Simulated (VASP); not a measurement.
**C: single point with PBEsol+D3(BJ)**

The system is C.

```
C
1.0
     0.00000    1.41918   -3.28297
    -2.45809    0.00000    0.00000
     1.22905   11.24406    4.15592
C
10
Direct
  0.59569 0.95368 0.70735
  0.76910 0.62719 0.05439
  0.97575 0.20881 0.21763
  0.18239 0.79043 0.38087
  0.38904 0.37206 0.54411
  0.83755 0.15443 0.10885
  0.04420 0.73605 0.27210
  0.25085 0.31767 0.43534
  0.45750 0.89929 0.59858
  0.66414 0.48091 0.76182
```

```json
{
 "Program": "VASP 6.6.1",
 "Task": "single point",
 "Functional": "PBEsol",
 "Dispersion": "D3(BJ)",
 "Potentials or basis": "VASP PAW PBE potentials, release 64 (C)",
 "Cutoff": "520 eV",
 "k mesh": "8 × 11 × 3",
 "Occupations": "gaussian, width 0.05 eV",
 "Spin": "no spin polarisation"
}
```

```yaml
Pressure: -1.5 GPa
Largest_force: 2.575 eV/Å
Dispersion_energy_per_atom: -0.099 eV
```

Forces in eV/Å, atoms in the order of the input:
```
C    0.000  2.568  0.183
C    0.000  0.985 -0.127
C    0.000  0.794  0.078
C    0.000  0.154  0.004
C    0.000  0.164  0.008
C    0.000 -2.568 -0.183
C    0.000 -0.164 -0.008
C    0.000 -0.154 -0.004
C    0.000 -0.794 -0.078
C    0.000 -0.985  0.127
```

Stress tensor (GPa, compression positive):
```
-1.03  0.00  0.00
 0.00 -2.71 -1.00
 0.00 -1.00 -0.73
```

Wall time 3.8 min on 1 thread of Intel(R) Xeon(R) 6975P-C (Granite Rapids), on a shared host, peak memory 0.39 GiB.

Caveat: the PAW data sets were made with another functional, which shifts forces and pressure a little.
